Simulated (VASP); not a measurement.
# CsH (Pm-3m) in VASP: a series of runs

CsH is run at these levels: LDA; tasks: single point.

All numbers are computed with VASP 6.6.1; they aren't measurements. Logs are shortened: lines on timing, memory, paths and dates and some standing lists are left out, and cuts for length are marked.

## (1) The cell of the first run

Symmetry: Pm-3m, No. 221, cubic system. Conventional cell: a = 3.582 Å, b = 3.582 Å, c = 3.582 Å, α = 90.00°, β = 90.00°, γ = 90.00°. Cs (site symmetry m-3m) has 8 H at 3.10 Å and 6 Cs at 3.58 Å within 4.1 Å. H (site symmetry m-3m) has 8 Cs at 3.10 Å and 6 H at 3.58 Å within 4.1 Å.

## (2) Single point, LDA

File INCAR:

```
ALGO = Normal ; EDIFF = 1E-7
ENCUT = 520 ; GGA = CA
ISIF = 2 ; ISMEAR = 0
LASPH = T ; LCHARG = F
LREAL = F ; LWAVE = F
NBANDS = 12 ; NELM = 60
PREC = Accurate ; SIGMA = 0.01
```

File KPOINTS:

```
k-points
0
Gamma
  8 8 8
```

File POSCAR:

```
CsH
1.0
    3.5817588411      0.0000000000      0.0000000000
    0.0000000000      3.5817588411      0.0000000000
    0.0000000000      0.0000000000      3.5817588411
Cs H
1 1
Direct
    0.0000000000      0.0000000000      0.0000000000
    0.5000000000      0.5000000000      0.5000000000
```

Potentials or basis: VASP PAW LDA potentials, release 64 (Cs_sv, H).

The run is started by

```
> cat potpaw_LDA.64/Cs_sv/POTCAR potpaw_LDA.64/H/POTCAR > POTCAR
> mpirun -np 1 vasp_std > vasp.out
```

OUTCAR:

```text
EDIFF = 1E-7
   ENCUT = 520
   GGA = CA
   ISIF = 2
   ISMEAR = 0
   LASPH = T
   LREAL = F
   NELM = 60
   PREC = Accurate

 ion  position               nearest neighbor table
   1  0.000  0.000  0.000-
   2  0.500  0.500  0.500-

  LATTYP: Found a simple cubic cell.
 ALAT       =     3.5817588411

  Lattice vectors:

 A1 = (   3.5817588411,   0.0000000000,   0.0000000000)
 A2 = (   0.0000000000,   3.5817588411,   0.0000000000)
 A3 = (   0.0000000000,   0.0000000000,   3.5817588411)

Analysis of symmetry for initial positions (statically):
=====================================================================
 Subroutine PRICEL returns:
 Original cell was already a primitive cell.

 Routine SETGRP: Setting up the symmetry group for a
 simple cubic supercell.

 Subroutine GETGRP returns: Found 48 space group operations
 (whereof 48 operations were pure point group operations)
 out of a pool of 48 trial point group operations.

The static configuration has the point symmetry O_h .

Analysis of symmetry for dynamics (positions and initial velocities):
=====================================================================
 Subroutine PRICEL returns:
 Original cell was already a primitive cell.

 Routine SETGRP: Setting up the symmetry group for a
 simple cubic supercell.

 Subroutine GETGRP returns: Found 48 space group operations
 (whereof 48 operations were pure point group operations)
 out of a pool of 48 trial point group operations.

The dynamic configuration has the point symmetry O_h .

 Subroutine INISYM returns: Found 48 space group operations
 (whereof 48 operations are pure point group operations),
 and found     1 'primitive' translations

----------------------------------------------------------------------------------------

                                     Primitive cell

  volume of cell :      45.9504

  direct lattice vectors                    reciprocal lattice vectors
     3.581758841  0.000000000  0.000000000     0.279192443  0.000000000  0.000000000
     0.000000000  3.581758841  0.000000000     0.000000000  0.279192443  0.000000000
     0.000000000  0.000000000  3.581758841     0.000000000  0.000000000  0.279192443

  length of vectors
     3.581758841  3.581758841  3.581758841     0.279192443  0.279192443  0.279192443

  position of ions in fractional coordinates (direct lattice)
     0.000000000  0.000000000  0.000000000
     0.500000000  0.500000000  0.500000000

  ion indices of the primitive-cell ions
   primitive index   ion index
                 1           1
                 2           2

----------------------------------------------------------------------------------------

 KPOINTS: k-points

Automatic generation of k-mesh.
 Grid dimensions read from file:
 generate k-points for:    8    8    8

 Generating k-lattice:

  Cartesian coordinates                     Fractional coordinates (reciprocal lattice)
     0.034899055  0.000000000  0.000000000     0.125000000  0.000000000  0.000000000
     0.000000000  0.034899055  0.000000000     0.000000000  0.125000000  0.000000000
     0.000000000  0.000000000  0.034899055     0.000000000  0.000000000  0.125000000

  Length of vectors
     0.034899055  0.034899055  0.034899055

  Shift w.r.t. Gamma in fractional coordinates (k-lattice)
     0.000000000  0.000000000  0.000000000

 Subroutine IBZKPT returns following result:
 ===========================================

 Found     35 irreducible k-points:

 Following reciprocal coordinates:
            Coordinates               Weight
  0.000000  0.000000  0.000000      1.000000
  0.125000  0.000000  0.000000      6.000000
  0.250000  0.000000  0.000000      6.000000
  0.375000  0.000000  0.000000      6.000000
  0.500000  0.000000  0.000000      3.000000
  0.125000  0.125000  0.000000     12.000000
[... 16 lines left out ...]
  0.375000  0.375000  0.125000     24.000000
  0.500000  0.375000  0.125000     24.000000
 [... further k-points ...]
   k-points           NKPTS =     35   k-points in BZ     NKDIM =     35   number of bands    NBANDS=     12
   number of dos      NEDOS =    301   number of ions     NIONS =      2
   total plane-waves  NPLWV =  21952
   dimension x,y,z NGX =    28 NGY =   28 NGZ =   28
   dimension x,y,z NGXF=    56 NGYF=   56 NGZF=   56
   ions per type =               1   1
   NGX,Y,Z   is equivalent  to a cutoff of  13.00, 13.00, 13.00 a.u.
   NGXF,Y,Z  is equivalent  to a cutoff of  25.99, 25.99, 25.99 a.u.
 SYSTEM =  unknown system
   PREC   = accura    normal or accurate (medium, high low for compatibility)
   ISTART =      0    job   : 0-new  1-cont  2-samecut
   ICHARG =      2    charge: 1-file 2-atom 10-const
   ISPIN  =      1    spin polarized calculation?
   LNONCOLLINEAR =      F non collinear calculations
   LSORBIT =      F    spin-orbit coupling
   LASPH  =      T    aspherical Exc in radial PAW
   ENCUT  =  520.0 eV  38.22 Ry    6.18 a.u.   6.66  6.66  6.66*2*pi/ulx,y,z
   NELM   =     60;   NELMIN=  2; NELMDL= -5     # of ELM steps
   EDIFF  = 0.1E-06   stopping-criterion for ELM
   LREAL  =      F    real-space projection
   EDIFFG = 0.1E-05   stopping-criterion for IOM
   NSW    =      0    number of steps for IOM
   IBRION =     -1    ionic relax: 0-MD 1-quasi-New 2-CG
   NFREE  =      0    steps in history (QN), initial steepest desc. (CG)
   ISIF   =      2    stress and relaxation
   ISYM   =      2    0-nonsym 1-usesym 2-fastsym
   POTIM  = 0.5000    time-step for ionic-motion
   TEBEG  =    0.0;   TEEND  =   0.0 temperature during run
   PSTRESS=    0.0 pullay stress
   NELECT =      10.0000    total number of electrons
   NUPDOWN=      -1.0000    fix difference up-down
   EMIN   =  10.00;   EMAX   =-10.00  energy-range for DOS
   EFERMI =   0.00;   METHOD = LEGACY
   ISMEAR =     0;   SIGMA  =   0.01  broadening in eV -4-tet -1-fermi 0-gaus
   EFERMI_NEDOS =   21; number of points for ismear=-14 and -15
   IALGO  =     38    algorithm
   IMIX   =      4    mixing-type and parameters
     AMIX     =   0.40;   BMIX     =  1.00
     AMIX_MAG =   1.60;   BMIX_MAG =  1.00
  volume/ion in A,a.u.               =      22.98       155.04
  Fermi-wavevector in a.u.,A,eV,Ry     =   0.984718  1.860847 13.193152  0.969669
  Thomas-Fermi vector in A             =   2.115971
   LORBIT       =      0    0 simple, 1 ext, 2 COOP (PROOUT), +10 PAW based schemes
   GGA     = CA    functional components
   LHFCALC =     F    Hartree Fock is set to
   AEXX    =    0.0000 exact exchange contribution
   IVDW    =     0    specifies the selected vdW correction
   LEPSILON=     F    determine dielectric tensor
   LRPA    =     F    only Hartree local field effects (RPA)
 non-spin polarized calculation
 Gauss-broadening in eV      SIGMA  =   0.01
  energy-cutoff  :      520.00
  volume of cell :       45.95
 maximum number of plane-waves:      1258
 NGX is ok and might be reduce to    28
   NGX = 13   NGY = 13   NGZ = 13

 number of electron      10.0000003 magnetization

 Free energy of the ion-electron system (eV)
  ---------------------------------------------------
  ext. energy  EPLUGINS =         0.00000000
  ---------------------------------------------------
  free energy    TOTEN  =        -4.94219163 eV

  energy without entropy =       -4.94219163  energy(sigma->0) =       -4.94219163

 E-fermi :   1.6161     XC(G=0):  -8.9374

 val. band max:        1.4971225637   @ k =   0.5000   0.0000   0.0000
 cond. band min:       3.7706931239   @ k =   0.5000   0.5000   0.5000
 fundamental gap:      2.2735705602
 Fermi energy:         1.6161218890

 k-point     1 :       0.0000    0.0000    0.0000
  band No.  band energies     occupation
      1     -20.3477      2.00000
      2      -5.9499      2.00000
      3      -5.9499      2.00000
      4      -5.9499      2.00000
      5      -0.7479      2.00000
      6       4.5286      0.00000
      7       4.5286      0.00000
      8      10.1497      0.00000
      9      12.0555      0.00000
     10      12.0555      0.00000
     11      12.0555      0.00000
     12      12.8846      0.00000

 k-point     2 :       0.1250    0.0000    0.0000
  band No.  band energies     occupation
      1     -20.3062      2.00000
      2      -6.4146      2.00000
      3      -5.9127      2.00000
      4      -5.9127      2.00000
      5      -0.4083      2.00000
      6       4.6414      0.00000
      7       5.0082      0.00000
      8       9.4708      0.00000
      9      10.6423      0.00000
     10      10.6423      0.00000
     11      12.1312      0.00000
     12      13.4946      0.00000

 k-point     3 :       0.2500    0.0000    0.0000
  band No.  band energies     occupation
      1     -20.2030      2.00000
      2      -7.3308      2.00000
      3      -5.8207      2.00000
      4      -5.8207      2.00000
      5       0.3017      2.00000
      6       4.9456      0.00000
      7       5.4877      0.00000
      8       9.1587      0.00000
      9       9.1587      0.00000
     10       9.3943      0.00000
     11      12.3266      0.00000
     12      13.3265      0.00000
[... 286 lines left out ...]
 k-point    23 :       0.3750    0.3750    0.1250
  band No.  band energies     occupation
      1     -19.8157      2.00000
      2      -7.6372      2.00000
      3      -7.5580      2.00000
      4      -5.8830      2.00000
      5       0.2998      2.00000
      6       5.8687      0.00000
      7       7.1555      0.00000
      8       7.1672      0.00000
      9       9.0084      0.00000
     10      10.5018      0.00000
     11      10.5399      0.00000
     12      13.4447      0.00000

 k-point    24 :       0.5000    0.3750    0.1250
  band No.  band energies     occupation
      1     -19.7721      2.00000
      2      -7.8613      2.00000
      3      -7.5166      2.00000
      4      -5.8400      2.00000
      5       0.1149      2.00000
      6       6.3895      0.00000
      7       6.4127      0.00000
      8       7.5402      0.00000
      9       8.4405      0.00000
     10      10.6784      0.00000
     11      11.1629      0.00000
     12      13.8788      0.00000

 [... further k-points ...]
[... 5 lines left out ...]
  --------------------------------------------------------------------------------------
  -------------------------------------------------------------------------------------
  Total        0.3371797      0.3371797      0.3371797     -0.0000000      0.0000000     -0.0000000
  in kB       11.7566327     11.7566327     11.7566327     -0.0000000      0.0000000     -0.0000000
  external PRESSURE =      11.7566327 kB  Pullay stress =       0.0000000 kB

 VOLUME and BASIS-vectors are now :
 -----------------------------------------------------------------------------
  energy-cutoff  :      520.00
  volume of cell :       45.95
      direct lattice vectors                 reciprocal lattice vectors
     3.581758841  0.000000000  0.000000000     0.279192443  0.000000000  0.000000000
     0.000000000  3.581758841  0.000000000     0.000000000  0.279192443  0.000000000
     0.000000000  0.000000000  3.581758841     0.000000000  0.000000000  0.279192443

 POSITION                                       TOTAL-FORCE (eV/Angst)
 -----------------------------------------------------------------------------------
      0.00000      0.00000      0.00000         0.000000      0.000000      0.000000
      1.79088      1.79088      1.79088         0.000000      0.000000      0.000000
 -----------------------------------------------------------------------------------
    total drift:                                0.000000      0.000000     -0.000000

  FREE ENERGIE OF THE ION-ELECTRON SYSTEM (eV)
  ---------------------------------------------------
  free  energy   TOTEN  =        -4.9421916331 eV

  energy  without entropy=       -4.9421916331  energy(sigma->0) =       -4.94219163
```

It took 14 s on 1 thread of Intel Xeon 6975P-C (Granite Rapids), shared host; peak memory 0.14 GiB.

What came out:

* Free energy: -4.9422 eV
* Pressure: 1.2 GPa
* Band gap on the k mesh: 2.27 eV, indirect (least direct gap 2.32 eV)

Caveat: spin-orbit coupling is left out, which moves the levels of the heavy elements. LDA gaps usually lie below the measured ones, often by a third to a half.

## (3) Single point, LDA

This run uses another cell than the first one, of 24.09 Å³/atom, 1.048 times its volume.

File INCAR:

```
  PREC = Accurate
  ENCUT = 520
  EDIFF = 1E-6
  ISMEAR = 0
  SIGMA = 0.02
  LREAL = False
  LASPH = True
  NELM = 80
  ALGO = Normal
  ISIF = 2
  LWAVE = False
  LCHARG = False
  NBANDS = 12
```

File KPOINTS:

```
regular mesh
0
Gamma
  8 8 8
```

File POSCAR:

```
CsH
1.0
    3.6385986723      0.0000000000      0.0000000000
    0.0000000000      3.6385986723      0.0000000000
    0.0000000000      0.0000000000      3.6385986723
Cs H
1 1
Direct
    0.0000000000      0.0000000000      0.0000000000
    0.5000000000      0.5000000000      0.5000000000
```

Potentials or basis: VASP PAW LDA potentials, release 64 (Cs_sv, H).

The run is started by

```
> cat potpaw_LDA.64/Cs_sv/POTCAR potpaw_LDA.64/H/POTCAR > POTCAR
> mpirun -np 1 vasp_std > vasp.out
```

Wall time 11 s (1 thread of Intel Xeon 6975P-C (Granite Rapids), shared host); peak memory 0.14 GiB.

Results (log left out):

```yaml
Free_energy: -4.9516 eV
Pressure: 0.1 GPa
Band_gap_on_the_k_mesh: 2.35 eV, direct
```

Levels at points of the mesh, in eV from the valence-band top:
| k point | band 3 | band 4 | band 5 | band 6 | band 7 | band 8 |
| --- | --- | --- | --- | --- | --- | --- |
| (0.00, 0.00, 0.00) | -7.54 | -7.54 | -2.19 | 3.07 | 3.07 | 8.23 |
| (0.50, 0.00, 0.00) | -7.31 | -7.31 | -0.05 | 2.64 | 3.99 | 6.25 |
| (0.50, 0.50, 0.00) | -9.24 | -7.09 | -1.62 | 4.51 | 6.82 | 7.34 |
| (0.50, 0.50, 0.50) | -8.90 | -8.90 | 0.00 | 2.35 | 2.35 | 2.35 |

Caveat: spin-orbit coupling is left out, which moves the levels of the heavy elements. A k mesh can miss the band edges.
